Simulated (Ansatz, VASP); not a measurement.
## Two plane-wave programs on SnO2

```
CELL_PARAMETERS angstrom
3.23734 1.86908 4.29084
-3.23734 1.86908 4.29084
0.00000 -3.73816 4.29084
ATOMIC_POSITIONS crystal
Sn 0.85996 0.86719 0.86719
Sn 0.36000 0.36718 0.86719
Sn 0.36000 0.86719 0.36718
Sn 0.85997 0.36719 0.36719
O 0.12668 0.61838 0.61838
O 0.62671 0.11845 0.61841
O 0.62671 0.61841 0.11845
O 0.63847 0.59337 0.59337
O 0.12669 0.11843 0.11843
O 0.13853 0.09330 0.59335
O 0.13853 0.59335 0.09330
O 0.63850 0.09334 0.09334
```

Change from the starting cell: mode 20 frozen in at +0.100 Å and mode 26 at -0.069 Å (largest displacements).

Alike in both runs: task single point; functional PBE; dispersion D3(BJ); k mesh 6 × 6 × 6; occupations gaussian, width 0.05 eV; no spin polarisation.

|  | VASP | Ansatz |
| --- | --- | --- |
| version | VASP 6.6.1 | Ansatz 0.2.0 |
| potentials or method | VASP PAW PBE potentials, release 64 (Sn_d, O), cutoff 520 eV | scalar-relativistic, plane waves, PAW |
| valence electrons in the cell | 104 | 104 |

VASP gave:

| Quantity | Value |
| --- | --- |
| gap on the k mesh at the Fermi level (eV) | 1.52 |
| least direct gap on the mesh (eV) | 1.52 |
| pressure (GPa) | 3.6 |
| traceless stress, the component that is largest in VASP (GPa) | -7.28 |
| rms of the force components (eV/Å) | 1.183 |

Problem. Estimate Ansatz's values.

Solution. gap on the k mesh at the Fermi level (eV): 1.55; least direct gap on the mesh (eV): 1.55; pressure (GPa): 3.0; traceless stress, the component that is largest in VASP (GPa): -7.16; rms of the force components (eV/Å): 1.155.

Atom by atom the forces differ by 0.038 eV/Å (rms over components).
